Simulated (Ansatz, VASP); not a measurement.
## Two plane-wave programs on MoPt

Contents of INCAR:

```
SYSTEM = MoPt
PREC = Accurate
ENCUT = 500
EDIFF = 1E-6
ISMEAR = 0
SIGMA = 0.3
LREAL = .False.
LASPH = .True.
NELM = 120
ALGO = Normal
ISIF = 2
LWAVE = .False.
LCHARG = .False.
GGA = CA
NBANDS = 40
GGA_COMPAT = .False.
```

Contents of KPOINTS:

```
regular mesh
0
Gamma
  3 5 3
  0 0 0
```

POSCAR

```
MoPt
1.0
    4.4766150000      0.0000000000      0.0000000000
    0.0000000000      2.7337350000      0.0000000000
    0.0000000000      0.0000000000      4.9584030000
Mo Pt
2 2
Direct
    0.2500000000      0.0000000000      0.1617500000
    0.7500000000      0.0000000000      0.8382500000
    0.2500000000      0.5000000000      0.6627290000
    0.7500000000      0.5000000000      0.3372710000
```

Input for Ansatz:

```yaml
crystal:
  lattice:
    - [4.476615, 0.0, 0.0]
    - [0.0, 2.733735, 0.0]
    - [0.0, 0.0, 4.958403]
  atoms:
    - { symbol: Mo, position: [0.25, 0.0, 0.16175] }
    - { symbol: Mo, position: [0.75, 0.0, 0.83825] }
    - { symbol: Pt, position: [0.25, 0.5, 0.662729] }
    - { symbol: Pt, position: [0.75, 0.5, 0.337271] }
kpoints:
  mp_grid:
    grid: [3, 5, 3]
    shift: [0.0, 0.0, 0.0]
hamiltonian:
  xc: lda
  pseudopotentials:
    kind: paw
scf:
  algorithm: direct_min
  mixing:
    algorithm: anderson
    beta: 0.7
  occupations:
    method: gaussian
    width: 0.3
output:
  forces: true
  stress: true
  eigenvalues: true
```

Alike in both runs: task single point; functional LDA; k mesh 3 × 5 × 3; occupations gaussian, width 0.3 eV; no spin polarisation.

```csv
,VASP,Ansatz
version,VASP 6.6.1,Ansatz 0.2.0
potentials or method,"VASP PAW LDA potentials, release 64 (Mo_sv, Pt_sv_GW)","plane waves, PAW"
plane-wave cutoff (eV),500,420
valence electrons in the cell,64,64
```

Ansatz gave:

| Item | Value |
| --- | --- |
| gap on the k mesh at the Fermi level (eV) | none |
| pressure (GPa) | -10.3 |
| traceless stress, the component that is largest in VASP (GPa) | 1.36 |
| rms of the force components (eV/Å) | 0.160 |

Task: Estimate VASP's values.

Result: gap on the k mesh at the Fermi level (eV): none; pressure (GPa): -11.0; traceless stress, the component that is largest in VASP (GPa): 1.36; rms of the force components (eV/Å): 0.155.

LDA's correlation is that of Perdew and Zunger in VASP and of Perdew and Wang (1992) in Ansatz. Atom by atom the forces differ by 0.007 eV/Å (rms over components). A gap of «none» marks a metal or a gap that the smearing closes.

The k mesh is coarse, so the values compare programs but aren't converged. Neither program's run includes spin-orbit coupling.
